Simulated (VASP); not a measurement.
Pt:

```
CELL_PARAMETERS angstrom
0.00000 1.96090 1.96090
1.96090 0.00000 1.96090
1.96090 1.96090 0.00000
ATOMIC_POSITIONS crystal
Pt 0.00000 0.00000 0.00000
```

Base run:

| Quantity | Value |
| --- | --- |
| Program | VASP 6.6.1 |
| Functional | HSE06 |
| Potentials or basis | VASP PAW PBE potentials, release 64 (Pt) |
| Cutoff | 520 eV |
| k mesh | 8 × 8 × 8 |
| Occupations | fermi-dirac, width 0.05 eV |
| Spin | no spin polarisation |

Its results: band gap on the k mesh zero (bands 5 and 6 overlap by 2.98 eV); pressure 0.4 GPa.

Question: The run is repeated on the same cell with these changes: functional from HSE06 to PBE; cutoff from 520 eV to 500 eV; k mesh from 8 × 8 × 8 to 10 × 10 × 10. What comes out?

Answer: Band gap on the k mesh zero (bands 5 and 6 overlap by 2.21 eV); pressure 9.7 GPa.

Several settings changed at once.

Caveats: spin-orbit coupling is left out, which moves the levels of the heavy elements; the PAW data sets were made with another functional, which shifts forces and pressure a little (at least some runs); the cell stands under pressure (at least some runs).
